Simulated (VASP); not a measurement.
# AgSn2SeI3 (P6/mmm) in VASP: a series of runs

AgSn2SeI3 is run at these levels: PBE; tasks: relaxation of cell and atoms.

All numbers are computed with VASP 6.6.1; they aren't measurements. Logs are shortened: lines on timing, memory, paths and dates and some standing lists are left out, and cuts for length are marked.

**1. The cell of the first run**

Symmetry: P6/mmm, No. 191, hexagonal system. The conventional cell has a = 7.344 Å, b = 7.344 Å, c = 5.977 Å, α = 90.00°, β = 90.00°, γ = 120.00°. Ag (site symmetry 6/mmm) has 2 Se at 2.99 Å and 6 I at 3.67 Å within 3.9 Å. Within 2.8 Å of Sn (site symmetry -6m2) lie 3 I at 2.12 Å. Within 3.9 Å of Se (site symmetry 6/mmm) lie 2 Ag at 2.99 Å. I (site symmetry mmm) has 2 Sn at 2.12 Å within 2.8 Å.

The cell was built from a structure type or drawn by symmetry, and may not be a known phase.

**2. Relaxation of cell and atoms, PBE**

The input, INCAR:

```
SYSTEM = AgSn2SeI3
ALGO = Normal
EDIFF = 1E-7
EDIFFG = -0.08
ENCUT = 600
GGA = PE
IBRION = 2
ISIF = 3
ISMEAR = 0
LASPH = .TRUE.
LCHARG = .FALSE.
LREAL = .FALSE.
LWAVE = .FALSE.
NELM = 80
NSW = 36
PREC = Accurate
SIGMA = 0.15
```

The input, KPOINTS:

```
k-points
0
G
  2 2 2
  0 0 0
```

The input, POSCAR:

```
AgSn2SeI3
1.0
    7.3441320000      0.0000000000      0.0000000000
   -3.6720660000      6.3602048800      0.0000000000
    0.0000000000      0.0000000000      5.9768597800
Ag Sn Se I
1 2 1 3
Direct
    0.0000000000      0.0000000000      0.0000000000
    0.3333333300      0.6666666700      0.0000000000
    0.6666666700      0.3333333300      0.0000000000
    0.0000000000      0.0000000000      0.5000000000
    0.5000000000      0.0000000000      0.0000000000
    0.0000000000      0.5000000000      0.0000000000
    0.5000000000      0.5000000000      0.0000000000
```

Potentials or basis: VASP PAW PBE potentials, release 64 (Ag, Sn_d, Se, I).

Started as:

```
$ cat potpaw_PBE.64/Ag/POTCAR potpaw_PBE.64/Sn_d/POTCAR potpaw_PBE.64/Se/POTCAR potpaw_PBE.64/I/POTCAR > POTCAR
$ mpirun -np 1 vasp_std > vasp.out
```

OUTCAR:

```text
SYSTEM = AgSn2SeI3
   EDIFF = 1E-7
   EDIFFG = -0.08
   ENCUT = 600
   GGA = PE
   IBRION = 2
   ISIF = 3
   ISMEAR = 0
   LASPH = .TRUE.
   LREAL = .FALSE.
   NELM = 80
   NSW = 36
   PREC = Accurate

 ion  position               nearest neighbor table
   1  0.000  0.000  0.000-   4 2.99   4 2.99
   2  0.333  0.667  0.000-   5 2.12   6 2.12   7 2.12
   3  0.667  0.333  0.000-   5 2.12   6 2.12   7 2.12
   4  0.000  0.000  0.500-   1 2.99   1 2.99
   5  0.500  0.000  0.000-   2 2.12   3 2.12
   6  0.000  0.500  0.000-   2 2.12   3 2.12
   7  0.500  0.500  0.000-   2 2.12   3 2.12

  LATTYP: Found a hexagonal cell.
 ALAT       =     7.3441320000
 C/A-ratio  =     0.8138279350

  Lattice vectors:

 A1 = (   7.3441320000,   0.0000000000,   0.0000000000)
 A2 = (  -3.6720660000,   6.3602048800,   0.0000000000)
 A3 = (   0.0000000000,   0.0000000000,   5.9768597800)

Analysis of symmetry for initial positions (statically):
=====================================================================
 Subroutine PRICEL returns:
 Original cell was already a primitive cell.

 Routine SETGRP: Setting up the symmetry group for a
 hexagonal supercell.

 Subroutine GETGRP returns: Found 24 space group operations
 (whereof 24 operations were pure point group operations)
 out of a pool of 24 trial point group operations.

The static configuration has the point symmetry D_6h.

Analysis of symmetry for dynamics (positions and initial velocities):
=====================================================================
 Subroutine PRICEL returns:
 Original cell was already a primitive cell.

 Routine SETGRP: Setting up the symmetry group for a
 hexagonal supercell.

 Subroutine GETGRP returns: Found 24 space group operations
 (whereof 24 operations were pure point group operations)
 out of a pool of 24 trial point group operations.

The dynamic configuration has the point symmetry D_6h.

 Subroutine INISYM returns: Found 24 space group operations
 (whereof 24 operations are pure point group operations),
 and found     1 'primitive' translations

----------------------------------------------------------------------------------------

                                     Primitive cell

  volume of cell :     279.1802

  direct lattice vectors                    reciprocal lattice vectors
     7.344132000  0.000000000  0.000000000     0.136163130  0.078613820  0.000000000
    -3.672066000  6.360204880  0.000000000     0.000000000  0.157227639  0.000000000
     0.000000000  0.000000000  5.976859780     0.000000000  0.000000000  0.167311939

  length of vectors
[... 84 lines left out ...]
   EMIN   =  10.00;   EMAX   =-10.00  energy-range for DOS
   EFERMI =   0.00;   METHOD = LEGACY
   ISMEAR =     0;   SIGMA  =   0.15  broadening in eV -4-tet -1-fermi 0-gaus
   EFERMI_NEDOS =   21; number of points for ismear=-14 and -15
   IALGO  =     38    algorithm
   IMIX   =      4    mixing-type and parameters
     AMIX     =   0.40;   BMIX     =  1.00
     AMIX_MAG =   1.60;   BMIX_MAG =  1.00
  volume/ion in A,a.u.               =      39.88       269.14
  Fermi-wavevector in a.u.,A,eV,Ry     =   1.012266  1.912905 13.941648  1.024682
  Thomas-Fermi vector in A             =   2.145365
   LORBIT       =      0    0 simple, 1 ext, 2 COOP (PROOUT), +10 PAW based schemes
   GGA     = PE    functional components
   LHFCALC =     F    Hartree Fock is set to
   AEXX    =    0.0000 exact exchange contribution
   IVDW    =     0    specifies the selected vdW correction
   LEPSILON=     F    determine dielectric tensor
   LRPA    =     F    only Hartree local field effects (RPA)
 conjugate gradient relaxation of ions
 non-spin polarized calculation
 Gauss-broadening in eV      SIGMA  =   0.15
  energy-cutoff  :      600.00
  volume of cell :      279.18
 maximum number of plane-waves:      9348
 NGX is ok and might be reduce to    60
   NGX = 29   NGY = 29   NGZ = 23

--------------------------------------- Ionic step        1  -------------------------------------------

 number of electron      65.9999996 magnetization

 Free energy of the ion-electron system (eV)
  ---------------------------------------------------
  ext. energy  EPLUGINS =         0.00000000
  ---------------------------------------------------
  free energy    TOTEN  =        12.02630073 eV

  energy without entropy =       12.07900424  energy(sigma->0) =       12.05265248

------------------------ aborting loop because EDIFF is reached ----------------------------------------

  FORCE on cell =-STRESS in cart. coord.  units (eV):
  Direction    XX          YY          ZZ          XY          YZ          ZX
  --------------------------------------------------------------------------------------
  -------------------------------------------------------------------------------------
  Total      120.0672837    120.0672836     -7.8455892      0.0000000      0.0000000      0.0000000
  in kB      689.0498157    689.0498156    -45.0247699      0.0000000      0.0000000      0.0000000
  external PRESSURE =     444.3582872 kB  Pullay stress =       0.0000000 kB
[... 104 lines left out ...]
  FREE ENERGIE OF THE ION-ELECTRON SYSTEM (eV)
  ---------------------------------------------------
  free  energy   TOTEN  =       -16.1150628220 eV

  energy  without entropy=      -15.9917061764  energy(sigma->0) =      -16.05338450

[... ionic steps 4 to 8 ...]

--------------------------------------- Ionic step        9  -------------------------------------------

 number of electron      65.9999998 magnetization

 E-fermi :  -0.1238     XC(G=0):  -5.8470

 val. band max:       -0.1345692051   @ k =   0.5000   0.0000   0.5000
 cond. band min:       0.1590456399   @ k =   0.5000   0.0000   0.5000
 fundamental gap:      0.2936148450
 Fermi energy:        -0.1238115847

 k-point     1 :       0.0000    0.0000    0.0000
  band No.  band energies     occupation
      1     -22.2569      2.00000
      2     -22.2569      2.00000
      3     -22.2555      2.00000
      4     -22.2555      2.00000
      5     -22.2353      2.00000
      6     -22.2343      2.00000
[... 238 lines left out ...]
--------------------------------------- Ionic step       11  -------------------------------------------

 number of electron      66.0000010 magnetization

 Free energy of the ion-electron system (eV)
  ---------------------------------------------------
  ext. energy  EPLUGINS =         0.00000000
  ---------------------------------------------------
  free energy    TOTEN  =       -17.40951163 eV

  energy without entropy =      -17.30568172  energy(sigma->0) =      -17.35759668

 E-fermi :   0.0458     XC(G=0):  -5.9749

 val. band max:        0.0388261949   @ k =   0.5000   0.0000   0.5000
 cond. band min:       0.2696517507   @ k =   0.5000   0.0000   0.5000
 fundamental gap:      0.2308255558
 Fermi energy:         0.0457930867

 k-point     1 :       0.0000    0.0000    0.0000
  band No.  band energies     occupation
      1     -22.0293      2.00000
      2     -22.0293      2.00000
      3     -22.0279      2.00000
      4     -22.0279      2.00000
      5     -21.9971      2.00000
      6     -21.9961      2.00000
[... 191 lines left out ...]
  FREE ENERGIE OF THE ION-ELECTRON SYSTEM (eV)
  ---------------------------------------------------
  free  energy   TOTEN  =       -17.4095116322 eV

  energy  without entropy=      -17.3056817238  energy(sigma->0) =      -17.35759668

 reached required accuracy - stopping structural energy minimisation
```

OSZICAR:

```text
N       E                     dE             d eps       ncg     rms          rms(c)
DAV:   1     0.734449184119E+03    0.73445E+03   -0.31281E+04   312   0.189E+03
DAV:   2     0.120705342066E+03   -0.61374E+03   -0.59734E+03   328   0.459E+02
DAV:   3     0.162323433840E+02   -0.10447E+03   -0.10220E+03   356   0.178E+02
[... 180 lines left out ...]
DAV:   6    -0.174095013944E+02    0.10283E-03   -0.32588E-04   397   0.892E-02    0.287E-02
DAV:   7    -0.174095054768E+02   -0.40824E-05   -0.40657E-05   335   0.309E-02    0.135E-02
DAV:   8    -0.174095092875E+02   -0.38107E-05   -0.47871E-06   367   0.976E-03    0.634E-03
DAV:   9    -0.174095116910E+02   -0.24035E-05   -0.24030E-06   280   0.752E-03    0.247E-03
DAV:  10    -0.174095116322E+02    0.58748E-07   -0.28597E-07   262   0.364E-03
  11 F= -.17409512E+02 E0= -.17357597E+02  d E =-.125451E+01
```

CONTCAR:

```text
AgSn2SeI3
   1.00000000000000
    10.3937898146660199    0.0000000000000000   -0.0000000000000000
    -5.1968949073330100    9.0012860194113333    0.0000000000000000
    -0.0000000000000000    0.0000000000000000    4.7468649323835077
  Ag              Sn              Se              I
     1     2     1     3
Direct
     0.0000000000000000    0.0000000000000000    0.0000000000000000
     0.3333333300000021    0.6666666699999979    0.0000000000000000
     0.6666666699999979    0.3333333300000021    0.0000000000000000
     0.0000000000000000    0.0000000000000000    0.5000000000000000
     0.5000000000000000    0.0000000000000000    0.0000000000000000
     0.0000000000000000    0.5000000000000000    0.0000000000000000
     0.5000000000000000    0.5000000000000000    0.0000000000000000

  0.00000000E+00  0.00000000E+00  0.00000000E+00
  0.00000000E+00  0.00000000E+00  0.00000000E+00
  0.00000000E+00  0.00000000E+00  0.00000000E+00
  0.00000000E+00  0.00000000E+00  0.00000000E+00
  0.00000000E+00  0.00000000E+00  0.00000000E+00
  0.00000000E+00  0.00000000E+00  0.00000000E+00
  0.00000000E+00  0.00000000E+00  0.00000000E+00
```

Run time: 11 min. Hardware: 1 thread of AMD EPYC 9R14 (Zen 4), shared host; peak memory 0.46 GiB.

Results:

- Free energy: -17.4095 eV
- Relaxed volume: 63.44 Å³/atom
- Relaxed cell: a = 10.394 Å, b = 10.394 Å, c = 4.747 Å, α = 90.00°, β = 90.00°, γ = 120.00°
- Space group after relaxing (to 0.1 Å): P6/mmm (No. 191)
- Energy gained by relaxing: 4205.1 meV/atom
- Ionic steps: 11
- Pressure after relaxing: 0.1 GPa
- Band gap on the k mesh: zero (filled and empty bands overlap)

Step by step:
| step | energy change (eV) | largest force (eV/Å) | pressure (GPa) | volume (Å³) |
| --- | --- | --- | --- | --- |
| 1 | 0.0000 | 0.0000 | 44.44 | 279.18 |
| 2 | -23.2118 | 0.0000 | -3.46 | 881.96 |
| 3 | -28.1414 | 0.0000 | -0.47 | 530.23 |
| 4 | -28.1800 | 0.0000 | -1.07 | 557.74 |
| 5 | -28.1861 | 0.0000 | -0.91 | 549.53 |
| 6 | -28.1813 | 0.0000 | -0.78 | 543.33 |
| 7 | -28.6529 | 0.0000 | -0.77 | 514.43 |
| 8 | -29.3401 | 0.0000 | 0.66 | 427.60 |
| 9 | -29.3643 | 0.0000 | -0.32 | 461.27 |
| 10 | -29.4326 | 0.0000 | -0.04 | 447.68 |
| 11 | -29.4358 | 0.0000 | 0.06 | 444.10 |

Final structure:
```
CELL_PARAMETERS angstrom
10.39379 0.00000 0.00000
-5.19689 9.00129 0.00000
0.00000 0.00000 4.74686
ATOMIC_POSITIONS crystal
Ag 0.00000 0.00000 0.00000
Sn 0.33333 0.66667 0.00000
Sn 0.66667 0.33333 0.00000
Se 0.00000 0.00000 0.50000
I 0.50000 0.00000 0.00000
I 0.00000 0.50000 0.00000
I 0.50000 0.50000 0.00000
```

Caveat: the k points lie up to 0.66 Å⁻¹ apart in the final cell; the volume moved by over 15 % at a fixed basis, so the end points are rough; spin-orbit coupling is left out, which moves the levels of the heavy elements.

(Part 1 of 2 ends here.)
